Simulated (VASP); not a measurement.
# B (P6/mmm) in VASP: relaxation of cell and atoms with PBEsol

Aim: the relaxation of cell and atoms of B with PBEsol.

Program: VASP 6.6.1. These are calculated values, not measurements. Logs are shortened: lines on timing, memory, paths and dates and some standing lists are left out, and cuts for length are marked.

### Step 1. The cell of the first run

Symmetry: P6/mmm, No. 191, hexagonal system. Conventional cell: a = 3.579 Å, b = 3.579 Å, c = 2.194 Å, α = 90.00°, β = 90.00°, γ = 120.00°. B (site symmetry 6/mmm) has 14 B at 2.19 to 2.34 Å within 2.9 Å. B (site symmetry -6m2) has 11 B at 2.07 to 2.34 Å within 2.7 Å.

This isn't the form of B at room conditions, which is rhombohedral.

### Step 2. Relaxation of cell and atoms, PBEsol

File INCAR:

```
ALGO = Normal ; EDIFF = 1E-7
EDIFFG = -0.04 ; ENCUT = 1230
GGA = PS ; GGA_COMPAT = False
IBRION = 2 ; ISIF = 3
ISMEAR = 0 ; LASPH = True
LCHARG = False ; LREAL = False
LWAVE = False ; NELM = 120
NELMIN = 4 ; NSW = 90
PREC = Accurate ; SIGMA = 0.1
```

File KPOINTS:

```
k-points
0
Gamma
  6 6 8
```

File POSCAR:

```
B
1.0
    3.5789488132      0.0000000000      0.0000000000
   -1.7894744066      3.0994605911      0.0000000000
    0.0000000000      0.0000000000      2.1940512290
B
3
Direct
    0.0000000000      0.0000000000      0.0000000000
    0.3333333333      0.6666666667      0.5000000000
    0.6666666667      0.3333333333      0.5000000000
```

Potentials or basis: VASP PAW PBE potentials, release 64 (B_h).

Command:

```console
cat potpaw_PBE.64/B_h/POTCAR > POTCAR
mpirun -np 1 vasp_std > vasp.out
```

OUTCAR:

```text
EDIFF = 1E-7
   EDIFFG = -0.04
   ENCUT = 1230
   GGA = PS
   IBRION = 2
   ISIF = 3
   ISMEAR = 0
   LASPH = True
   LREAL = False
   NELM = 120
   NELMIN = 4
   NSW = 90
   PREC = Accurate

 ion  position               nearest neighbor table
   1  0.000  0.000  0.000-
   2  0.333  0.667  0.500-
   3  0.667  0.333  0.500-

  LATTYP: Found a hexagonal cell.
 ALAT       =     3.5789488132
 C/A-ratio  =     0.6130434783

  Lattice vectors:

 A1 = (   3.5789488132,   0.0000000000,   0.0000000000)
 A2 = (  -1.7894744066,   3.0994605911,   0.0000000000)
 A3 = (   0.0000000000,   0.0000000000,   2.1940512290)

Analysis of symmetry for initial positions (statically):
=====================================================================
 Subroutine PRICEL returns:
 Original cell was already a primitive cell.

 Routine SETGRP: Setting up the symmetry group for a
 hexagonal supercell.

 Subroutine GETGRP returns: Found 24 space group operations
 (whereof 24 operations were pure point group operations)
 out of a pool of 24 trial point group operations.

The static configuration has the point symmetry D_6h.

Analysis of symmetry for dynamics (positions and initial velocities):
=====================================================================
 Subroutine PRICEL returns:
 Original cell was already a primitive cell.

 Routine SETGRP: Setting up the symmetry group for a
 hexagonal supercell.

 Subroutine GETGRP returns: Found 24 space group operations
 (whereof 24 operations were pure point group operations)
 out of a pool of 24 trial point group operations.

The dynamic configuration has the point symmetry D_6h.

 Subroutine INISYM returns: Found 24 space group operations
 (whereof 24 operations are pure point group operations),
 and found     1 'primitive' translations

----------------------------------------------------------------------------------------

                                     Primitive cell

  volume of cell :      24.3382

  direct lattice vectors                    reciprocal lattice vectors
     3.578948813  0.000000000  0.000000000     0.279411652  0.161318392  0.000000000
    -1.789474407  3.099460591  0.000000000     0.000000000  0.322636785  0.000000000
     0.000000000  0.000000000  2.194051229     0.000000000  0.000000000  0.455777872

  length of vectors
     3.578948813  3.578948813  2.194051229     0.322636785  0.322636785  0.455777872

  position of ions in fractional coordinates (direct lattice)
     0.000000000  0.000000000  0.000000000
     0.333333333  0.666666667  0.500000000
     0.666666667  0.333333333  0.500000000

  ion indices of the primitive-cell ions
   primitive index   ion index
                 1           1
                 2           2
                 3           3

----------------------------------------------------------------------------------------

 KPOINTS: k-points

Automatic generation of k-mesh.
 Grid dimensions read from file:
 generate k-points for:    6    6    8

 Generating k-lattice:

  Cartesian coordinates                     Fractional coordinates (reciprocal lattice)
     0.046568609  0.026886399  0.000000000     0.166666667  0.000000000  0.000000000
     0.000000000  0.053772797  0.000000000     0.000000000  0.166666667  0.000000000
     0.000000000  0.000000000  0.056972234     0.000000000  0.000000000  0.125000000

  Length of vectors
     0.053772797  0.053772797  0.056972234

  Shift w.r.t. Gamma in fractional coordinates (k-lattice)
     0.000000000  0.000000000  0.000000000

 Subroutine IBZKPT returns following result:
 ===========================================

 Found     35 irreducible k-points:

 Following reciprocal coordinates:
            Coordinates               Weight
  0.000000  0.000000  0.000000      1.000000
  0.166667  0.000000  0.000000      6.000000
  0.333333 -0.000000  0.000000      6.000000
  0.500000 -0.000000  0.000000      3.000000
  0.166667  0.166667  0.000000      6.000000
  0.333333  0.166667  0.000000     12.000000
[... 16 lines left out ...]
  0.166667  0.000000  0.375000     12.000000
  0.333333 -0.000000  0.375000     12.000000
 [... further k-points ...]
   k-points           NKPTS =     35   k-points in BZ     NKDIM =     35   number of bands    NBANDS=      8
   number of dos      NEDOS =    301   number of ions     NIONS =      3
   total plane-waves  NPLWV =  49392
   dimension x,y,z NGX =    42 NGY =   42 NGZ =   28
   dimension x,y,z NGXF=    84 NGYF=   84 NGZF=   56
   ions per type =               3
   NGX,Y,Z   is equivalent  to a cutoff of  19.51, 19.51, 21.22 a.u.
   NGXF,Y,Z  is equivalent  to a cutoff of  39.02, 39.02, 42.43 a.u.
 SYSTEM =  unknown system
   PREC   = accura    normal or accurate (medium, high low for compatibility)
   ISTART =      0    job   : 0-new  1-cont  2-samecut
   ICHARG =      2    charge: 1-file 2-atom 10-const
   ISPIN  =      1    spin polarized calculation?
   LNONCOLLINEAR =      F non collinear calculations
   LSORBIT =      F    spin-orbit coupling
   LASPH  =      T    aspherical Exc in radial PAW
   ENCUT  = 1230.0 eV  90.40 Ry    9.51 a.u.  10.23 10.23  6.27*2*pi/ulx,y,z
   NELM   =    120;   NELMIN=  4; NELMDL= -5     # of ELM steps
   EDIFF  = 0.1E-06   stopping-criterion for ELM
   LREAL  =      F    real-space projection
   EDIFFG = -.4E-01   stopping-criterion for IOM
   NSW    =     90    number of steps for IOM
   IBRION =      2    ionic relax: 0-MD 1-quasi-New 2-CG
   NFREE  =      1    steps in history (QN), initial steepest desc. (CG)
   ISIF   =      3    stress and relaxation
   ISYM   =      2    0-nonsym 1-usesym 2-fastsym
   POTIM  = 0.5000    time-step for ionic-motion
   TEBEG  =    0.0;   TEEND  =   0.0 temperature during run
   PSTRESS=    0.0 pullay stress
   NELECT =       9.0000    total number of electrons
   NUPDOWN=      -1.0000    fix difference up-down
   EMIN   =  10.00;   EMAX   =-10.00  energy-range for DOS
   EFERMI =   0.00;   METHOD = LEGACY
   ISMEAR =     0;   SIGMA  =   0.10  broadening in eV -4-tet -1-fermi 0-gaus
   EFERMI_NEDOS =   21; number of points for ismear=-14 and -15
   IALGO  =     38    algorithm
   IMIX   =      4    mixing-type and parameters
     AMIX     =   0.40;   BMIX     =  1.00
     AMIX_MAG =   1.60;   BMIX_MAG =  1.00
  volume/ion in A,a.u.               =       8.11        54.75
  Fermi-wavevector in a.u.,A,eV,Ry     =   1.175059  2.220539 18.786419  1.380763
  Thomas-Fermi vector in A             =   2.311446
   LORBIT       =      0    0 simple, 1 ext, 2 COOP (PROOUT), +10 PAW based schemes
   GGA     = PS    functional components
   LHFCALC =     F    Hartree Fock is set to
   AEXX    =    0.0000 exact exchange contribution
   IVDW    =     0    specifies the selected vdW correction
   LEPSILON=     F    determine dielectric tensor
   LRPA    =     F    only Hartree local field effects (RPA)
 conjugate gradient relaxation of ions
 non-spin polarized calculation
 Gauss-broadening in eV      SIGMA  =   0.10
  energy-cutoff  :     1230.00
  volume of cell :       24.34
 maximum number of plane-waves:      2418
 NGX is ok and might be reduce to    42
   NGX = 21   NGY = 21   NGZ = 13

--------------------------------------- Ionic step        1  -------------------------------------------

 number of electron       9.0000000 magnetization

 Free energy of the ion-electron system (eV)
  ---------------------------------------------------
  ext. energy  EPLUGINS =         0.00000000
  ---------------------------------------------------
  free energy    TOTEN  =       -15.57999327 eV

  energy without entropy =      -15.57533641  energy(sigma->0) =      -15.57766484

 E-fermi :   8.0017     XC(G=0): -11.8951

 val. band max:        7.9547145263   @ k =   0.1667   0.0000   0.3750
 cond. band min:       8.1074955214   @ k =   0.1667   0.0000   0.1250
 fundamental gap:      0.1527809951
 Fermi energy:         8.0016972869

 k-point     1 :       0.0000    0.0000    0.0000
  band No.  band energies     occupation
      1      -7.0686      2.00000
      2       4.9561      2.00000
      3       4.9561      2.00000
      4       5.0776      2.00000
      5       5.0776      2.00000
      6       7.3101      2.00000
      7       7.7109      1.99996
      8      14.5739      0.00000

 k-point     2 :       0.1667    0.0000    0.0000
  band No.  band energies     occupation
      1      -6.7083      2.00000
      2       1.7594      2.00000
      3       3.0358      2.00000
      4       5.0614      2.00000
      5       7.7227      1.99992
      6       8.9457      0.00000
      7      10.2809      0.00000
      8      14.8961      0.00000

 k-point     3 :       0.3333   -0.0000    0.0000
  band No.  band energies     occupation
      1      -5.6295      2.00000
      2      -1.3529      2.00000
      3       1.8331      2.00000
      4       4.3246      2.00000
      5      11.0268      0.00000
      6      11.3585      0.00000
      7      14.2504      0.00000
      8      15.8251      0.00000
[... 318 lines left out ...]
 VOLUME and BASIS-vectors are now :
 -----------------------------------------------------------------------------
  energy-cutoff  :     1230.00
  volume of cell :       18.14
      direct lattice vectors                 reciprocal lattice vectors
     3.247207796  0.000000000  0.000000000     0.307956886  0.177798991  0.000000000
    -1.623603898  2.812164442 -0.000000000     0.000000000  0.355597982  0.000000000
     0.000000000 -0.000000000  1.986932663     0.000000000  0.000000000  0.503288319

 POSITION                                       TOTAL-FORCE (eV/Angst)
 -----------------------------------------------------------------------------------
     -0.00000     -0.00000      0.00000         0.000000     -0.000000      0.000000
     -0.00000      1.87478      0.99347        -0.000000      0.000000      0.000000
      1.62360      0.93739      0.99347         0.000000     -0.000000     -0.000000
 -----------------------------------------------------------------------------------
    total drift:                               -0.000000      0.000000     -0.000000

  FREE ENERGIE OF THE ION-ELECTRON SYSTEM (eV)
  ---------------------------------------------------
  free  energy   TOTEN  =       -16.5505810422 eV

  energy  without entropy=      -16.5477442373  energy(sigma->0) =      -16.54916264

--------------------------------------- Ionic step        4  -------------------------------------------

 number of electron       9.0000000 magnetization

 Free energy of the ion-electron system (eV)
  ---------------------------------------------------
  ext. energy  EPLUGINS =         0.00000000
  ---------------------------------------------------
  free energy    TOTEN  =       -16.55086553 eV

  energy without entropy =      -16.54794156  energy(sigma->0) =      -16.54940355

 E-fermi :  11.9770     XC(G=0): -13.1258

 val. band max:       11.9181529635   @ k =   0.1667   0.1667   0.5000
 cond. band min:      12.1495287746   @ k =   0.0000   0.0000   0.1250
 fundamental gap:      0.2313758110
 Fermi energy:        11.9770397593

 k-point     1 :       0.0000    0.0000    0.0000
  band No.  band energies     occupation
      1      -6.4567      2.00000
      2       7.4315      2.00000
      3       7.4315      2.00000
      4       7.4531      2.00000
      5       7.4531      2.00000
      6      12.3475      0.00000
      7      12.8434      0.00000
      8      20.1405      0.00000

 k-point     2 :       0.1667    0.0000    0.0000
  band No.  band energies     occupation
      1      -6.0367      2.00000
      2       3.7846      2.00000
      3       4.9874      2.00000
      4       8.4766      2.00000
      5      10.8176      2.00000
      6      13.9786      0.00000
      7      15.0834      0.00000
      8      20.5537      0.00000

 k-point     3 :       0.3333   -0.0000    0.0000
  band No.  band energies     occupation
      1      -4.7792      2.00000
      2       0.2027      2.00000
      3       3.5010      2.00000
      4       7.9653      2.00000
      5      14.9980      0.00000
      6      16.7144      0.00000
      7      19.6837      0.00000
      8      21.7518      0.00000
[... 244 lines left out ...]
 VOLUME and BASIS-vectors are now :
 -----------------------------------------------------------------------------
  energy-cutoff  :     1230.00
  volume of cell :       18.14
      direct lattice vectors                 reciprocal lattice vectors
     3.250947526 -0.000000000  0.000000000     0.307602627  0.177594460  0.000000000
    -1.625473763  2.815403144 -0.000000000     0.000000000  0.355188919  0.000000000
     0.000000000 -0.000000000  1.982261645     0.000000000  0.000000000  0.504474272

 POSITION                                       TOTAL-FORCE (eV/Angst)
 -----------------------------------------------------------------------------------
     -1.62547      2.81540     -0.00000        -0.000000     -0.000000     -0.000000
     -0.00000      1.87694      0.99113        -0.000000      0.000000      0.000000
      1.62547      0.93847      0.99113         0.000000     -0.000000     -0.000000
 -----------------------------------------------------------------------------------
    total drift:                               -0.000000      0.000000     -0.000000

  FREE ENERGIE OF THE ION-ELECTRON SYSTEM (eV)
  ---------------------------------------------------
  free  energy   TOTEN  =       -16.5508655326 eV

  energy  without entropy=      -16.5479415606  energy(sigma->0) =      -16.54940355

 reached required accuracy - stopping structural energy minimisation
```

It took 25 s on 1 thread of Intel Xeon 6975P-C (Granite Rapids), shared host; peak memory 0.21 GiB.

Results:

```yaml
Free_energy: -16.5509 eV
Relaxed_volume: 6.05 Å³/atom
Relaxed_cell: a = 3.251 Å, b = 3.251 Å, c = 1.982 Å, α = 90.00°, β = 90.00°, γ = 120.00°
Space_group_after_relaxing_to_0.1_Å: P6/mmm (No. 191)
Energy_gained_by_relaxing: 323.6 meV/atom
Ionic_steps: 4
Pressure_after_relaxing: -0.1 GPa
Band_gap_on_the_k_mesh: zero (an odd number of electrons rules out a gap without spin polarisation)
```

Step by step:
```
step  energy change (eV)  largest force (eV/Å)  pressure (GPa)  volume (Å³)
   1              0.0000                0.0000          -37.43        24.34
   2             -0.9700                0.0000           -1.60        18.25
   3             -0.9706                0.0000           -0.10        18.14
   4             -0.9709                0.0000           -0.08        18.14
```

Final structure:
```cif
data_structure
_symmetry_space_group_name_H-M 'P 1'
_symmetry_Int_Tables_number 1
_cell_length_a 3.2509
_cell_length_b 3.2509
_cell_length_c 1.9823
_cell_angle_alpha 90.000
_cell_angle_beta 90.000
_cell_angle_gamma 120.000
_cell_volume 18.14
loop_
_atom_site_label
_atom_site_type_symbol
_atom_site_fract_x
_atom_site_fract_y
_atom_site_fract_z
_atom_site_occupancy
B1 B 0.00000 0.00000 0.00000 1
B2 B 0.33333 0.66667 0.50000 1
B3 B 0.66667 0.33333 0.50000 1
```

Levels at points of the mesh, in eV from the Fermi level:
```tsv
k point	band 3	band 4	band 5	band 6	band 7	band 8
(0.00, 0.00, 0.00)	-4.55	-4.52	-4.52	0.37	0.87	8.16
(0.50, 0.00, 0.00)	-8.97	-4.25	7.23	7.91	8.25	8.35
(0.00, 0.00, 0.50)	0.65	0.65	1.18	2.99	2.99	3.71
(0.50, 0.00, 0.50)	-5.63	-5.26	-1.79	1.24	1.54	2.46
```

Caveat: the volume moved by over 15 % at a fixed basis, so the end points are rough; the PAW data sets were made with another functional, which shifts forces and pressure a little; an odd number of electrons without spin polarisation forces a metal; a magnetic or distorted state may lie lower.

The gap in the log of VASP goes by the Fermi energy; the results here count the filled bands.